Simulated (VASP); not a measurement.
## SnO2 (rutile type): relaxation of shape and atoms at fixed volume with r2SCAN

SnO2 (rutile type):

```
Sn O
1.0
     4.56139    0.00000    0.00000
     0.00000    4.56139    0.00000
     0.00000    0.00000    3.06722
Sn O
2 4
Cartesian
  0.0000 0.0000 0.0000
  2.2807 2.2807 1.5336
  1.3954 1.3954 0.0000
  3.1660 3.1660 0.0000
  3.6760 0.8853 1.5336
  0.8853 3.6760 1.5336
```

```json
{
 "Program": "VASP 6.6.1",
 "Task": "relaxation of shape and atoms at fixed volume",
 "Functional": "r2SCAN",
 "Potentials or basis": "VASP PAW PBE potentials, release 64 (Sn_d, O)",
 "Cutoff": "600 eV",
 "k mesh": "7 × 7 × 10",
 "Occupations": "fermi-dirac, width 0.05 eV",
 "Spin": "no spin polarisation",
 "Dipole correction": "no",
 "Further INCAR settings": "ALGO = Normal; EDIFF = 1e-06; IBRION = 2; EDIFFG = -0.005; NSW = 50; ISIF = 4"
}
```

| Property | Result |
| --- | --- |
| Energy gained by relaxing | 7.9 meV/atom |
| Ionic steps | 7 |
| Pressure after relaxing | 37.3 GPa |
| Largest force after relaxing | 0.004 eV/Å |
| Band gap on the k mesh | 3.37 eV |

Forces in eV/Å, atoms in the order of the input:
```
Sn   0.000  0.000  0.000
Sn   0.000  0.000  0.000
O    0.003  0.003  0.000
O   -0.003 -0.003  0.000
O    0.003 -0.003  0.000
O   -0.003  0.003  0.000
```

Stress tensor (GPa, compression positive):
```
37.28  0.00  0.00
 0.00 37.28  0.00
 0.00  0.00 37.19
```

Step by step:
| step | energy change (eV) | largest force (eV/Å) | pressure (GPa) | volume (Å³) |
| --- | --- | --- | --- | --- |
| 1 | 0.0000 | 0.5781 | 38.95 | 63.82 |
| 2 | -0.0040 | 0.8828 | 36.82 | 63.82 |
| 3 | -0.0421 | 0.1614 | 37.52 | 63.82 |
| 4 | -0.0469 | 0.0371 | 37.34 | 63.82 |
| 5 | -0.0473 | 0.0060 | 37.27 | 63.82 |
| 6 | -0.0473 | 0.0075 | 37.27 | 63.82 |
| 7 | -0.0473 | 0.0038 | 37.25 | 63.82 |

Final structure:
```
CELL_PARAMETERS angstrom
4.51887 0.00000 0.00000
0.00000 4.51887 0.00000
0.00000 0.00000 3.12523
ATOMIC_POSITIONS crystal
Sn 0.00000 0.00000 0.00000
Sn 0.50000 0.50000 0.50000
O 0.30492 0.30492 0.00000
O 0.69508 0.69508 0.00000
O 0.80492 0.19508 0.50000
O 0.19508 0.80492 0.50000
```

Levels at points of the mesh, in eV from the valence-band top:
| k point | band 24 | band 25 | band 26 | band 27 | band 28 | band 29 |
| --- | --- | --- | --- | --- | --- | --- |
| (0.00, 0.00, 0.00) | -0.86 | -0.86 | 0.00 | 3.37 | 7.60 | 7.60 |
| (0.00, 0.00, 0.50) | -2.03 | -1.44 | -1.44 | 8.54 | 8.54 | 11.58 |

Wall time 53 min on 1 thread of Oxide Virtual Turin-like Processor, with other jobs on the host, peak memory 0.25 GiB.

Caveat: the PAW data sets were made with another functional, which shifts forces and pressure a little; spin-orbit coupling is left out, which moves the levels of the heavy elements; an odd mesh through Γ misses points on the zone boundary, where band edges can lie.
